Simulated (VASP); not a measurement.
Set up this calculation in VASP 6.6.1, as the native input.

| Item | Value |
| --- | --- |
| Task | single point |
| Functional | PBE |
| Potentials or basis | VASP PAW PBE potentials, release 64 (Ga_d, B) |
| Cutoff | 520 eV |
| k mesh | 4 × 4 × 4 |
| Occupations | gaussian, width 0.1 eV |
| Spin | no spin polarisation |
| Dipole correction | no |
| Further INCAR settings | ALGO = Normal; EDIFF = 1e-07; NBANDS = 36 |

The structure of GaB12 lies in POSCAR:

```
GaB12
1.0
    4.7076976300      0.0000000000      0.0000000000
    0.0000000000      4.7076976300      0.0000000000
    0.0000000000      0.0000000000      4.7076976300
Ga B
1 12
Direct
    0.5000000000      0.5000000000      0.5000000000
    0.3161961900      0.5000000000      0.0000000000
    0.6838038100      0.5000000000      0.0000000000
    0.0000000000      0.3161961900      0.5000000000
    0.0000000000      0.6838038100      0.5000000000
    0.5000000000      0.0000000000      0.3161961900
    0.5000000000      0.0000000000      0.6838038100
    0.5000000000      0.3161961900      0.0000000000
    0.5000000000      0.6838038100      0.0000000000
    0.3161961900      0.0000000000      0.5000000000
    0.6838038100      0.0000000000      0.5000000000
    0.0000000000      0.5000000000      0.6838038100
    0.0000000000      0.5000000000      0.3161961900
```

These files were run (other wordings do the same):

INCAR

```
SYSTEM = GaB12
ALGO = Normal
EDIFF = 1E-7
ENCUT = 520
GGA = PE
ISIF = 2
ISMEAR = 0
LASPH = .TRUE.
LCHARG = .FALSE.
LREAL = .FALSE.
LWAVE = .FALSE.
NBANDS = 36
NELM = 80
PREC = Accurate
SIGMA = 0.1
```

KPOINTS

```
k-points
0
G
  4 4 4
  0 0 0
```

Potentials or basis: VASP PAW PBE potentials, release 64 (Ga_d, B).

The run is started by

```bash
$ cat potpaw_PBE.64/Ga_d/POTCAR potpaw_PBE.64/B/POTCAR > POTCAR
$ mpirun -np 1 vasp_std > vasp.out
```

It gave:

```json
{
 "Pressure": "161.2 GPa",
 "Largest force": "29.085 eV/Å"
}
```

Caveat: forces of over 1 eV/Å act on the atoms, so gaps and moduli don't describe the material at rest.

Run time: 34 s on 1 thread of Intel Xeon 6975P-C, on a shared host, peak memory 0.21 GiB.
